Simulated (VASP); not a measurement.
# SiBr5 (P6/mmm) in VASP: a series of runs

Runs on SiBr5. Level: PBE. Tasks: single point.

Program: VASP 6.6.1. These are calculated values, not measurements. Logs are shortened: lines on timing, memory, paths and dates and some standing lists are left out, and cuts for length are marked.

## (1) The cell of the first run

The structure is hexagonal, space group P6/mmm (No. 191). The conventional cell has a = 6.535 Å, b = 6.535 Å, c = 5.217 Å, α = 90.00°, β = 90.00°, γ = 120.00°. Si (site symmetry 6/mmm) has 18 Br at 3.77 to 4.18 Å within 5.0 Å. Br (site symmetry mmm) has 8 Br at 3.22 to 3.27 Å and 4 Si at 4.18 Å within 4.2 Å. Br (site symmetry -6m2) has 9 Br at 3.22 to 3.77 Å and 3 Si at 3.77 Å within 4.2 Å.

The cell was built from a structure type or drawn by symmetry, and may not be a known phase.

## (2) Single point, PBE

Input file INCAR:

```
SYSTEM = SiBr5
PREC = Accurate ; ENCUT = 520
EDIFF = 1E-6 ; ISMEAR = 0
SIGMA = 0.1 ; LREAL = .FALSE.
LASPH = .TRUE. ; NELM = 60
ALGO = Normal ; ISIF = 2
LWAVE = .FALSE. ; LCHARG = .FALSE.
GGA = PE ; NBANDS = 28
```

Input file KPOINTS:

```
regular mesh
0
G
  3 3 4
  0 0 0
```

Input file POSCAR:

```
SiBr5
1.0
    6.5353900300      0.0000000000      0.0000000000
   -3.2676950100      5.6598137900      0.0000000000
    0.0000000000      0.0000000000      5.2174050800
Si Br
1 5
Direct
    0.0000000000      0.0000000000      0.0000000000
    0.0000000000      0.5000000000      0.5000000000
    0.3333333300      0.6666666700      0.0000000000
    0.6666666700      0.3333333300      0.0000000000
    0.5000000000      0.0000000000      0.5000000000
    0.5000000000      0.5000000000      0.5000000000
```

Potentials or basis: VASP PAW PBE potentials, release 64 (Si, Br).

On the command line:

```sh
$ cat potpaw_PBE.64/Si/POTCAR potpaw_PBE.64/Br/POTCAR > POTCAR
$ mpirun -np 1 vasp_std > vasp.out
```

OUTCAR:

```text
SYSTEM = SiBr5
   PREC = Accurate
   ENCUT = 520
   EDIFF = 1E-6
   ISMEAR = 0
   LREAL = .FALSE.
   LASPH = .TRUE.
   NELM = 60
   ISIF = 2
   GGA = PE

 ion  position               nearest neighbor table
   1  0.000  0.000  0.000-
   2  0.000  0.500  0.500-
   3  0.333  0.667  0.000-
   4  0.667  0.333  0.000-
   5  0.500  0.000  0.500-
   6  0.500  0.500  0.500-

  LATTYP: Found a hexagonal cell.
 ALAT       =     6.5353900300
 C/A-ratio  =     0.7983310952

  Lattice vectors:

 A1 = (   6.5353900300,   0.0000000000,   0.0000000000)
 A2 = (  -3.2676950100,   5.6598137900,   0.0000000000)
 A3 = (   0.0000000000,   0.0000000000,   5.2174050800)

Analysis of symmetry for initial positions (statically):
=====================================================================
 Subroutine PRICEL returns:
 Original cell was already a primitive cell.

 Routine SETGRP: Setting up the symmetry group for a
 hexagonal supercell.

 Subroutine GETGRP returns: Found 24 space group operations
 (whereof 24 operations were pure point group operations)
 out of a pool of 24 trial point group operations.

The static configuration has the point symmetry D_6h.

Analysis of symmetry for dynamics (positions and initial velocities):
=====================================================================
 Subroutine PRICEL returns:
 Original cell was already a primitive cell.

 Routine SETGRP: Setting up the symmetry group for a
 hexagonal supercell.

 Subroutine GETGRP returns: Found 24 space group operations
 (whereof 24 operations were pure point group operations)
 out of a pool of 24 trial point group operations.

The dynamic configuration has the point symmetry D_6h.

 Subroutine INISYM returns: Found 24 space group operations
 (whereof 24 operations are pure point group operations),
 and found     1 'primitive' translations

----------------------------------------------------------------------------------------

                                     Primitive cell

  volume of cell :     192.9871

[... 75 lines left out ...]
   LNONCOLLINEAR =      F non collinear calculations
   LSORBIT =      F    spin-orbit coupling
   LASPH  =      T    aspherical Exc in radial PAW
   ENCUT  =  520.0 eV  38.22 Ry    6.18 a.u.  12.15 12.15  9.70*2*pi/ulx,y,z
   NELM   =     60;   NELMIN=  2; NELMDL= -5     # of ELM steps
   EDIFF  = 0.1E-05   stopping-criterion for ELM
   LREAL  =      F    real-space projection
   EDIFFG = 0.1E-04   stopping-criterion for IOM
   NSW    =      0    number of steps for IOM
   IBRION =     -1    ionic relax: 0-MD 1-quasi-New 2-CG
   NFREE  =      0    steps in history (QN), initial steepest desc. (CG)
   ISIF   =      2    stress and relaxation
   ISYM   =      2    0-nonsym 1-usesym 2-fastsym
   POTIM  = 0.5000    time-step for ionic-motion
   TEBEG  =    0.0;   TEEND  =   0.0 temperature during run
   PSTRESS=    0.0 pullay stress
   NELECT =      39.0000    total number of electrons
   NUPDOWN=      -1.0000    fix difference up-down
   EMIN   =  10.00;   EMAX   =-10.00  energy-range for DOS
   EFERMI =   0.00;   METHOD = LEGACY
   ISMEAR =     0;   SIGMA  =   0.10  broadening in eV -4-tet -1-fermi 0-gaus
   EFERMI_NEDOS =   21; number of points for ismear=-14 and -15
   IALGO  =     38    algorithm
   IMIX   =      4    mixing-type and parameters
     AMIX     =   0.40;   BMIX     =  1.00
     AMIX_MAG =   1.60;   BMIX_MAG =  1.00
  volume/ion in A,a.u.               =      32.16       217.06
  Fermi-wavevector in a.u.,A,eV,Ry     =   0.960698  1.815456 12.557374  0.922941
  Thomas-Fermi vector in A             =   2.090005
   LORBIT       =      0    0 simple, 1 ext, 2 COOP (PROOUT), +10 PAW based schemes
   GGA     = PE    functional components
   LHFCALC =     F    Hartree Fock is set to
   AEXX    =    0.0000 exact exchange contribution
   IVDW    =     0    specifies the selected vdW correction
   LEPSILON=     F    determine dielectric tensor
   LRPA    =     F    only Hartree local field effects (RPA)
 non-spin polarized calculation
 Gauss-broadening in eV      SIGMA  =   0.10
  energy-cutoff  :      520.00
  volume of cell :      192.99
 maximum number of plane-waves:      5238
 NGX is ok and might be reduce to    50
   NGX = 25   NGY = 25   NGZ = 19

 number of electron      39.0000004 magnetization

 Free energy of the ion-electron system (eV)
  ---------------------------------------------------
  ext. energy  EPLUGINS =         0.00000000
  ---------------------------------------------------
  free energy    TOTEN  =        -8.13434819 eV

  energy without entropy =       -8.06967415  energy(sigma->0) =       -8.10201117

 E-fermi :   1.0293     XC(G=0):  -8.2333

 val. band max:        1.0207748555   @ k =   0.3333   0.3333   0.5000
 cond. band min:       1.0546673939   @ k =   0.3333   0.0000   0.5000
 fundamental gap:      0.0338925384
 Fermi energy:         1.0292998452

 k-point     1 :       0.0000    0.0000    0.0000
  band No.  band energies     occupation
      1     -14.1510      2.00000
      2     -12.9275      2.00000
      3     -12.7315      2.00000
      4     -12.7315      2.00000
      5     -12.5400      2.00000
      6      -6.1383      2.00000
[... 268 lines left out ...]
     27       8.0854      0.00000
     28       8.0854      0.00000

------------------------ aborting loop because EDIFF is reached ----------------------------------------

  FORCE on cell =-STRESS in cart. coord.  units (eV):
  Direction    XX          YY          ZZ          XY          YZ          ZX
  --------------------------------------------------------------------------------------
  -------------------------------------------------------------------------------------
  Total       -3.7674202     -3.7674202      3.0471943     -0.0000000     -0.0000000     -0.0000000
  in kB      -31.2770971    -31.2770971     25.2977859     -0.0000000     -0.0000000     -0.0000000
  external PRESSURE =     -12.4188028 kB  Pullay stress =       0.0000000 kB

 VOLUME and BASIS-vectors are now :
 -----------------------------------------------------------------------------
  energy-cutoff  :      520.00
  volume of cell :      192.99
      direct lattice vectors                 reciprocal lattice vectors
     6.535390030  0.000000000  0.000000000     0.153013056  0.088342129  0.000000000
    -3.267695010  5.659813790  0.000000000     0.000000000  0.176684258  0.000000000
     0.000000000  0.000000000  5.217405080     0.000000000  0.000000000  0.191666161

 POSITION                                       TOTAL-FORCE (eV/Angst)
 -----------------------------------------------------------------------------------
      0.00000      0.00000      0.00000         0.000000      0.000000     -0.000000
     -1.63385      2.82991      2.60870        -0.000000      0.000000     -0.000000
     -0.00000      3.77321      0.00000        -0.000000      0.000000     -0.000000
      3.26770      1.88660      0.00000         0.000000     -0.000000      0.000000
      3.26770      0.00000      2.60870        -0.000000      0.000000     -0.000000
      1.63385      2.82991      2.60870         0.000000      0.000000     -0.000000
 -----------------------------------------------------------------------------------
    total drift:                               -0.000000      0.000000      0.000000

  FREE ENERGIE OF THE ION-ELECTRON SYSTEM (eV)
  ---------------------------------------------------
  free  energy   TOTEN  =        -8.1343481904 eV

  energy  without entropy=       -8.0696741459  energy(sigma->0) =       -8.10201117
```

stdout:

```text
POSCAR found type information on POSCAR SiBr
 POSCAR found :  2 types and       6 ions
 scaLAPACK will be used
 LDA part: xc-table for (Slater+PW92), standard interpolation
 POSCAR, INCAR and KPOINTS ok, starting setup
 FFT: planning ... GRIDC
 FFT: planning ... GRID_SOFT
 FFT: planning ... GRID
 WAVECAR not read
 entering main loop
```

Run time: 2.6 min. Hardware: 1 thread of Intel Xeon 8259CL, shared host; peak memory 0.3 GiB.

Results:

- Free energy: -8.1343 eV
- Pressure: -1.2 GPa
- Band gap on the k mesh: zero (an odd number of electrons rules out a gap without spin polarisation)

Stress tensor (GPa, compression positive):
```
-3.13  0.00  0.00
 0.00 -3.13  0.00
 0.00  0.00  2.53
```

Caveat: the k points lie up to 0.37 Å⁻¹ apart, too coarse for converged energies and pressures of a metal; an odd number of electrons without spin polarisation forces a metal; a magnetic or distorted state may lie lower.

## (3) Single point, PBE

This run uses another cell than the first one, of 40.14 Å³/atom.

Input file INCAR:

```
SYSTEM = SiBr5
  ALGO = Normal
  EDIFF = 1E-7
  ENCUT = 520
  GGA = PE
  ISIF = 2
  ISMEAR = 0
  LASPH = .TRUE.
  LCHARG = .FALSE.
  LREAL = .FALSE.
  LWAVE = .FALSE.
  NBANDS = 28
  NELM = 60
  PREC = Accurate
  SIGMA = 0.1
```

Input file KPOINTS:

```
k-points
0
G
  6 6 8
  0 0 0
```

Input file POSCAR:

```
SiBr5
1.0
    5.4934561872     -0.0000000024      0.0000000000
   -2.7467280915      4.7574726139      0.0000000000
    0.0000000000      0.0000000000      9.2145844039
Si Br
1 5
Direct
    0.0000000000      0.0000000000      0.0000000000
    0.0000000000      0.5000000000      0.5000000000
    0.3333333333      0.6666666667      0.0000000000
    0.6666666667      0.3333333333      0.0000000000
    0.5000000000      0.0000000000      0.5000000000
    0.5000000000      0.5000000000      0.5000000000
```

Potentials or basis: VASP PAW PBE potentials, release 64 (Si, Br).

On the command line:

```sh
$ cat potpaw_PBE.64/Si/POTCAR potpaw_PBE.64/Br/POTCAR > POTCAR
$ mpirun -np 1 vasp_std > vasp.out
```

OUTCAR:

```text
SYSTEM = SiBr5
   EDIFF = 1E-7
   ENCUT = 520
   GGA = PE
   ISIF = 2
   ISMEAR = 0
   LASPH = .TRUE.
   LREAL = .FALSE.
   NELM = 60
   PREC = Accurate

 ion  position               nearest neighbor table
   1  0.000  0.000  0.000-
   2  0.000  0.500  0.500-   6 2.75   6 2.75   5 2.75   5 2.75
   3  0.333  0.667  0.000-
   4  0.667  0.333  0.000-
   5  0.500  0.000  0.500-   6 2.75   6 2.75   2 2.75   2 2.75
[... 946 lines left out ...]
 [... further k-points ...]
[... 5 lines left out ...]
  --------------------------------------------------------------------------------------
  -------------------------------------------------------------------------------------
  Total        0.0066047      0.0066047      0.0307405      0.0000000      0.0000000     -0.0000000
  in kB        0.0439407      0.0439407      0.2045146      0.0000000      0.0000000     -0.0000000
  external PRESSURE =       0.0974653 kB  Pullay stress =       0.0000000 kB

 VOLUME and BASIS-vectors are now :
 -----------------------------------------------------------------------------
  energy-cutoff  :      520.00
  volume of cell :      240.82
      direct lattice vectors                 reciprocal lattice vectors
     5.493456187 -0.000000002  0.000000000     0.182034764  0.105097820  0.000000000
    -2.746728092  4.757472614  0.000000000     0.000000000  0.210195640  0.000000000
     0.000000000  0.000000000  9.214584404     0.000000000  0.000000000  0.108523614

 POSITION                                       TOTAL-FORCE (eV/Angst)
 -----------------------------------------------------------------------------------
      0.00000      0.00000      0.00000         0.000000      0.000000      0.000000
     -1.37336      2.37874      4.60729         0.000000      0.000000      0.000000
      0.00000      3.17165      0.00000         0.000000     -0.000000      0.000000
      2.74673      1.58582      0.00000        -0.000000      0.000000      0.000000
      2.74673     -0.00000      4.60729         0.000000      0.000000      0.000000
      1.37336      2.37874      4.60729         0.000000      0.000000      0.000000
 -----------------------------------------------------------------------------------
    total drift:                               -0.000000     -0.000000      0.000000

  FREE ENERGIE OF THE ION-ELECTRON SYSTEM (eV)
  ---------------------------------------------------
  free  energy   TOTEN  =       -11.3901059676 eV

  energy  without entropy=      -11.3781013133  energy(sigma->0) =      -11.38410364
```

OSZICAR:

```text
N       E                     dE             d eps       ncg     rms          rms(c)
DAV:   1     0.262003367891E+03    0.26200E+03   -0.14672E+04  1960   0.109E+03
DAV:   2     0.170599622712E+02   -0.24494E+03   -0.23684E+03  2764   0.192E+02
DAV:   3    -0.123341914556E+02   -0.29394E+02   -0.29161E+02  2404   0.738E+01
DAV:   4    -0.128038943008E+02   -0.46970E+00   -0.46899E+00  2272   0.111E+01
DAV:   5    -0.128094886570E+02   -0.55944E-02   -0.55935E-02  2360   0.127E+00    0.134E+01
DAV:   6    -0.114868465830E+02    0.13226E+01   -0.18036E+00  2080   0.467E+00    0.811E+00
DAV:   7    -0.114545620178E+02    0.32285E-01   -0.11949E+00  2244   0.282E+00    0.279E+00
DAV:   8    -0.117083826568E+02   -0.25382E+00   -0.27246E+00  2032   0.330E+00    0.224E+00
DAV:   9    -0.113958705360E+02    0.31251E+00   -0.47756E-01  2012   0.208E+00    0.498E-01
DAV:  10    -0.113933935192E+02    0.24770E-02   -0.24463E-02  2160   0.483E-01    0.340E-01
DAV:  11    -0.113903291381E+02    0.30644E-02   -0.53285E-03  2156   0.258E-01    0.135E-01
DAV:  12    -0.113902077937E+02    0.12134E-03   -0.64427E-03  2236   0.157E-01    0.103E-01
DAV:  13    -0.113900845840E+02    0.12321E-03   -0.62216E-04  2140   0.925E-02    0.369E-02
DAV:  14    -0.113901169944E+02   -0.32410E-04   -0.58748E-05  2136   0.341E-02    0.275E-02
DAV:  15    -0.113901055462E+02    0.11448E-04   -0.56059E-05  2068   0.286E-02    0.553E-03
DAV:  16    -0.113901059577E+02   -0.41148E-06   -0.53245E-06  2216   0.992E-03    0.228E-03
DAV:  17    -0.113901059676E+02   -0.98901E-08   -0.18802E-07  1912   0.201E-03
   1 F= -.11390106E+02 E0= -.11384104E+02  d E =-.120047E-01
```

stdout:

```text
POSCAR found type information on POSCAR SiBr
 POSCAR found :  2 types and       6 ions
 scaLAPACK will be used
 LDA part: xc-table for (Slater+PW92), standard interpolation
 POSCAR, INCAR and KPOINTS ok, starting setup
 FFT: planning ... GRIDC
 FFT: planning ... GRID_SOFT
 FFT: planning ... GRID
 WAVECAR not read
 entering main loop
```

Run time: 8.5 min. Hardware: 1 thread of Intel Xeon 8259CL, shared host; peak memory 0.42 GiB.

What came out:

| Property | Result |
| --- | --- |
| Free energy | -11.3901 eV |
| Pressure | 0.0 GPa |
| Band gap on the k mesh | zero (an odd number of electrons rules out a gap without spin polarisation) |

Caveat: this functional lacks dispersion, which binds the layers, so the pressure and a relaxed spacing across them are unreliable; an odd number of electrons without spin polarisation forces a metal; a magnetic or distorted state may lie lower.

## (4) Single point, PBE

This run uses another cell than the first one, of 40.43 Å³/atom.

Input file INCAR:

```
SYSTEM = SiBr5
  ALGO = Normal
  EDIFF = 1E-7
  ENCUT = 520
  GGA = PE
  ISIF = 2
  ISMEAR = 0
  LASPH = .True.
  LCHARG = .True.
  LELF = .True.
  LREAL = .False.
  LVHAR = .True.
  LWAVE = .False.
  NBANDS = 28
  NELM = 100
  PREC = Accurate
  SIGMA = 0.1
```

Input file KPOINTS:

```
k-points
0
Gamma
  12 12 4
  0 0 0
```

Changes to POSCAR since step 3:

```diff
@@ -2,5 +2,5 @@
 1.0
-    5.4934561872     -0.0000000024      0.0000000000
-   -2.7467280915      4.7574726139      0.0000000000
-    0.0000000000      0.0000000000      9.2145844039
+    5.5139575485     -0.0000000024      0.0000000000
+   -2.7569787722      4.7752273136      0.0000000000
+    0.0000000000      0.0000000000      9.2130124793
 Si Br
```

On the command line:

```sh
$ cat potpaw_PBE.64/Si/POTCAR potpaw_PBE.64/Br/POTCAR > POTCAR
$ mpirun -np 1 vasp_std > vasp.out
```

It took 14 min on 1 thread of Intel Xeon 8259CL, shared host; peak memory 0.51 GiB.

The run converged. Its results:

```
Free energy            : -11.2905 eV
Pressure               : 0.0 GPa
Band gap on the k mesh : zero (an odd number of electrons rules out a gap without spin polarisation)
```

Levels at points of the mesh, in eV from the Fermi level:
| k point | band 18 | band 19 | band 20 | band 21 | band 22 | band 23 |
| --- | --- | --- | --- | --- | --- | --- |
| (0.00, 0.00, 0.00) | -0.93 | 0.75 | 0.94 | 1.88 | 1.88 | 2.80 |
| (0.50, 0.00, 0.00) | -1.47 | -1.44 | -0.39 | 0.22 | 1.52 | 1.65 |
| (0.00, 0.00, 0.50) | -0.93 | 0.74 | 0.94 | 1.88 | 1.88 | 2.80 |
| (0.50, 0.00, 0.50) | -1.53 | -1.43 | -0.39 | 0.22 | 1.52 | 1.65 |

Caveat: this functional lacks dispersion, which binds the layers, so the pressure and a relaxed spacing across them are unreliable; an odd number of electrons without spin polarisation forces a metal; a magnetic or distorted state may lie lower.

## (5) Overview

| cell | k mesh | gap on the mesh (eV) | pressure (GPa) |
| --- | --- | --- | --- |
| a = 6.535, b = 6.535, c = 5.217 Å, angles 90.0, 90.0, 120.0°, 6 atoms | 3 × 3 × 4 | none | -1.2 |
| a = 5.493, b = 5.493, c = 9.215 Å, angles 90.0, 90.0, 120.0°, 6 atoms | 6 × 6 × 8 | none | 0.0 |
| a = 5.514, b = 5.514, c = 9.213 Å, angles 90.0, 90.0, 120.0°, 6 atoms | 12 × 12 × 4 | none | 0.0 |

Alike in all rows: task single point; level PBE; potentials or basis VASP PAW PBE potentials, release 64 (Si, Br); no spin polarisation; cutoff (eV) 520; smearing gaussian 0.1 eV.

Caveats: some runs use coarse meshes; an odd number of electrons without spin polarisation forces a metal; a magnetic or distorted state may lie lower; this functional lacks dispersion, which binds the layers, so the pressure and a relaxed spacing across them are unreliable (at least some runs).

Total energies depend on the potentials used, so only differences within one code and one set of settings carry meaning.
